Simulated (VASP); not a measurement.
# GaP: single point with PBE

The system is GaP.

```
Ga P
1.0
     0.00000    2.67731    2.67731
     2.67731    0.00000    2.67731
     2.67731    2.67731    0.00000
Ga P
1 1
Cartesian
  0.0000 0.0000 0.0000
  4.0160 4.0160 4.0160
```

This cell differs from its parent crystal: volume 19.191 Å^3 an atom, c/a of the conventional cell 1.0000.

```json
{
  "Program": "VASP 6.6.1",
  "Task": "single point",
  "Functional": "PBE",
  "Potentials or basis": "VASP PAW PBE potentials, release 64 (Ga_d, P)",
  "Cutoff": "520 eV",
  "k mesh": "10 × 10 × 10",
  "Occupations": "gaussian, width 0.05 eV",
  "Spin": "no spin polarisation"
}
```

```yaml
Pressure: 7.6 GPa
Band_gap_on_the_k_mesh: 1.51 eV, indirect (least direct gap 2.27 eV)
```

Levels at points of the mesh, in eV from the valence-band top:
```csv
k point,band 7,band 8,band 9,band 10,band 11,band 12
"(0.00, 0.00, 0.00)",0.00,0.00,0.00,2.27,3.87,3.87
"(0.50, 0.00, 0.00)",-6.95,-1.20,-1.20,1.84,4.70,4.70
"(0.50, 0.50, 0.00)",-7.01,-2.87,-2.87,1.54,1.76,11.00
```

Run time: 11 s on 1 thread of Intel(R) Xeon(R) 6975P-C (Granite Rapids), on a shared host, peak memory 0.17 GiB.

 A k mesh can miss the band edges.
